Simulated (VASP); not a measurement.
Write the native input for VASP 6.6.1 that does the following.

```yaml
Task: single point
Functional: PBEsol
Potentials_or_basis: VASP PAW PBE potentials, release 64 (Al, Cu)
Cutoff: 520 eV
k_mesh: 10 × 8 × 10
Occupations: gaussian, width 0.15 eV
Spin: no spin polarisation
Dipole_correction: no
Further_INCAR_settings: ALGO = Fast; EDIFF = 1e-06; NBANDS = 46
```

The structure of AlCu3 lies in POSCAR:

```
AlCu3
1.0
    4.0503716077      0.0000000000      0.0000000000
    0.0000000000      4.9647715176      0.0000000000
    0.0000000000      0.0000000000      4.4727201824
Al Cu
2 6
Direct
    0.0000000000      0.0000000000      0.6642284160
    0.5000000000      0.5000000000      0.3357715840
    0.0000000000      0.5000000000      0.6680840759
    0.5000000000      0.0000000000      0.3319159241
    0.0000000000      0.2510188890      0.1639074279
    0.0000000000      0.7489811110      0.1639074279
    0.5000000000      0.2489811110      0.8360925721
    0.5000000000      0.7510188890      0.8360925721
```

This cell differs from its parent crystal: strain -0.030 along x and y, +0.000 along z.

These files were run (other wordings do the same):

INCAR

```
SYSTEM = AlCu3
PREC = Accurate
ENCUT = 520
EDIFF = 1E-6
ISMEAR = 0
SIGMA = 0.15
LREAL = .False.
LASPH = .True.
NELM = 80
ALGO = Fast
ISIF = 2
LWAVE = .False.
LCHARG = .False.
GGA = PS
NBANDS = 46
```

KPOINTS

```
Automatic mesh
0
Gamma
  10 8 10
  0 0 0
```

Potentials or basis: VASP PAW PBE potentials, release 64 (Al, Cu).

Launch:

```sh
$ cat potpaw_PBE.64/Al/POTCAR potpaw_PBE.64/Cu/POTCAR > POTCAR
$ mpirun -np 1 vasp_std > vasp.out
```

It gave:

```
Pressure               : 11.6 GPa
Largest force          : 0.107 eV/Å
Band gap on the k mesh : zero (bands 36 and 37 overlap by 4.37 eV)
```

Caveat: the cell differs from its parent crystal (strain -0.030 along x and y, +0.000 along z); the cell stands under pressure; the PAW data sets were made with another functional, which shifts forces and pressure a little.

It took 14 min on 1 thread of Intel(R) Xeon(R) Platinum 8488C (Sapphire Rapids) (shared host), peak memory 0.6 GiB.
